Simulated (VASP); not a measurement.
# FeSi2 (P4/mmm) in VASP: notebook, part 2 of 2

VASP 6.6.1.

**3. Relaxation of cell and atoms, PBEsol**

This run uses another cell than the first one, of 12.19 Å³/atom.

Input file INCAR:

```
SYSTEM = FeSi2
PREC = Accurate
ENCUT = 600
EDIFF = 1E-7
ISMEAR = -1
SIGMA = 0.15
LREAL = .False.
LASPH = .True.
NELM = 100
ALGO = Normal
ISIF = 3
LWAVE = .False.
LCHARG = .False.
GGA = PS
IBRION = 2
NSW = 80
EDIFFG = -0.001
```

Input file KPOINTS:

```
regular mesh
0
Gamma
  16 16 8
  0 0 0
```

Input file POSCAR:

```
FeSi2
1.0
    2.6762815730      0.0000000000      0.0000000000
    0.0000000000      2.6762815730      0.0000000000
    0.0000000000      0.0000000000      5.1063623743
Fe Si
1 2
Direct
    0.0000000000      0.0000000000      0.0000000000
    0.5000000000      0.5000000000      0.2719321965
    0.5000000000      0.5000000000      0.7280678035
```

Potentials or basis: VASP PAW PBE potentials, release 64 (Fe, Si).

Started as:

```bash
$ cat potpaw_PBE.64/Fe/POTCAR potpaw_PBE.64/Si/POTCAR > POTCAR
$ mpirun -np 1 vasp_std > vasp.out
```

OUTCAR:

```text
SYSTEM = FeSi2
   PREC = Accurate
   ENCUT = 600
   EDIFF = 1E-7
   ISMEAR = -1
   LREAL = .False.
   LASPH = .True.
   NELM = 100
   ISIF = 3
   GGA = PS
   IBRION = 2
   NSW = 80
   EDIFFG = -0.001

 ion  position               nearest neighbor table
   1  0.000  0.000  0.000-   2 2.35   3 2.35   2 2.35   3 2.35   2 2.35   3 2.35   2 2.35   3 2.35

   2  0.500  0.500  0.272-   3 2.33   1 2.35   1 2.35   1 2.35   1 2.35   3 2.78
   3  0.500  0.500  0.728-   2 2.33   1 2.35   1 2.35   1 2.35   1 2.35   2 2.78

  LATTYP: Found a simple tetragonal cell.
 ALAT       =     2.6762815730
 C/A-ratio  =     1.9080064018

  Lattice vectors:

 A1 = (   2.6762815730,   0.0000000000,   0.0000000000)
 A2 = (   0.0000000000,   2.6762815730,   0.0000000000)
 A3 = (   0.0000000000,   0.0000000000,   5.1063623743)

Analysis of symmetry for initial positions (statically):
=====================================================================
 Subroutine PRICEL returns:
 Original cell was already a primitive cell.

 Routine SETGRP: Setting up the symmetry group for a
 simple tetragonal supercell.

 Subroutine GETGRP returns: Found 16 space group operations
 (whereof 16 operations were pure point group operations)
 out of a pool of 16 trial point group operations.

The static configuration has the point symmetry D_4h.

[... 277 lines left out ...]

------------------------ aborting loop because EDIFF is reached ----------------------------------------
[... 69 lines left out ...]
--------------------------------------- Ionic step       20  -------------------------------------------

 number of electron      15.9999999 magnetization

 Free energy of the ion-electron system (eV)
  ---------------------------------------------------
  ext. energy  EPLUGINS =         0.00000000
  ---------------------------------------------------
  free energy    TOTEN  =       -21.99168172 eV

  energy without entropy =      -21.90909343  energy(sigma->0) =      -21.95038757

 E-fermi :   9.9354     XC(G=0): -12.1063

 val. band max:        9.9341351723   @ k =   0.3125   0.2500   0.0000
 cond. band min:       9.9571202437   @ k =   0.3750   0.3750   0.2500
 fundamental gap:      0.0229850714
 Fermi energy:         9.9353831911

 k-point     1 :       0.0000    0.0000    0.0000
  band No.  band energies     occupation
      1      -4.0028      2.00000
      2       0.8151      2.00000
      3       1.9812      2.00000
      4       6.3964      2.00000
      5       8.3421      1.99995
      6       8.4915      1.99987
      7       8.4915      1.99987
      8       9.3712      1.95454
      9      14.5737      0.00000
     10      14.5737      0.00000
     11      16.5808      0.00000
     12      17.1345      0.00000
[... 331 lines left out ...]
 k-point    24 :       0.5000    0.1250    0.0000
  band No.  band energies     occupation
      1       0.2577      2.00000
      2       2.3008      2.00000
      3       3.2488      2.00000
      4       5.4425      2.00000
      5       6.0453      2.00000
      6       7.0833      2.00000
      7       8.0471      1.99999
      8       9.2258      1.98251
      9      10.1005      0.49914
     10      11.5033      0.00006
     11      12.3722      0.00000
     12      15.3119      0.00000

 [... further k-points ...]
[... 5 lines left out ...]
  --------------------------------------------------------------------------------------
  -------------------------------------------------------------------------------------
  Total        0.0026763      0.0026763     -0.0025932      0.0000000      0.0000000     -0.0000000
  in kB        0.1167604      0.1167604     -0.1131347      0.0000000      0.0000000     -0.0000000
  external PRESSURE =       0.0401287 kB  Pullay stress =       0.0000000 kB
[... 18 lines left out ...]
  FREE ENERGIE OF THE ION-ELECTRON SYSTEM (eV)
  ---------------------------------------------------
  free  energy   TOTEN  =       -21.9916817162 eV

  energy  without entropy=      -21.9090934263  energy(sigma->0) =      -21.95038757

 reached required accuracy - stopping structural energy minimisation
```

CONTCAR:

```text
FeSi2
   1.00000000000000
     2.6811503097269682    0.0000000000000000    0.0000000000000000
     0.0000000000000000    2.6811503097269682    0.0000000000000000
     0.0000000000000000    0.0000000000000000    5.1086167590972575
  Fe              Si
     1     2
Direct
     0.0000000000000000    0.0000000000000000    0.0000000000000000
     0.5000000000000000    0.5000000000000000    0.2716725683515339
     0.5000000000000000    0.5000000000000000    0.7283274316484663

  0.00000000E+00  0.00000000E+00  0.00000000E+00
  0.00000000E+00  0.00000000E+00  0.00000000E+00
  0.00000000E+00  0.00000000E+00  0.00000000E+00
```

It took 5.8 min on 1 thread of Intel Xeon Platinum 8488C (Sapphire Rapids), shared host; peak memory 0.27 GiB.

Results:

```yaml
Free_energy: -21.9917 eV
Relaxed_volume: 12.24 Å³/atom
Relaxed_cell: a = 2.681 Å, b = 2.681 Å, c = 5.109 Å, α = 90.00°, β = 90.00°, γ = 90.00°
Space_group_after_relaxing_to_0.1_Å: P4/mmm (No. 123)
Energy_gained_by_relaxing: 0.1 meV/atom
Ionic_steps: 20
Pressure_after_relaxing: 0.0 GPa
Band_gap_on_the_k_mesh: zero (bands 8 and 9 overlap by 0.37 eV)
```

Step by step:
```csv
step,energy change (eV),largest force (eV/Å),pressure (GPa),volume (Å³)
1,0.0000,0.0137,0.74,36.57
2,0.0001,0.0353,-0.85,36.87
3,-0.0003,0.0241,-0.02,36.72
4,-0.0003,0.0243,-0.04,36.72
5,-0.0004,0.0036,-0.01,36.72
6,-0.0004,0.0029,-0.02,36.72
7,-0.0004,0.0025,-0.04,36.72
8,-0.0004,0.0000,0.07,36.71
9,-0.0004,0.0017,0.02,36.72
10,-0.0004,0.0017,0.02,36.72
11,-0.0004,0.0023,-0.08,36.72
12,-0.0004,0.0014,0.09,36.72
13,-0.0004,0.0021,-0.03,36.72
14,-0.0004,0.0017,0.04,36.72
15,-0.0004,0.0020,-0.05,36.73
16,-0.0004,0.0009,0.00,36.72
17,-0.0004,0.0010,-0.06,36.72
18,-0.0004,0.0006,0.04,36.72
19,-0.0004,0.0009,-0.03,36.72
20,-0.0004,0.0008,0.00,36.72
```

Final structure:
```yaml
crystal:
  lattice:
    - [2.68115, 0.00000, 0.00000]
    - [0.00000, 2.68115, 0.00000]
    - [0.00000, 0.00000, 5.10862]
  atoms:
    - { symbol: Fe, position: [0.00000, 0.00000, 0.00000] }
    - { symbol: Si, position: [0.50000, 0.50000, 0.27167] }
    - { symbol: Si, position: [0.50000, 0.50000, 0.72833] }
```

Caveat: the PAW data sets were made with another functional, which shifts forces and pressure a little; the run has no spin polarisation, though such a crystal can be magnetic. Zero-point motion and thermal expansion aren't in these numbers.

The gap in the log of VASP goes by the Fermi energy; the results here count the filled bands.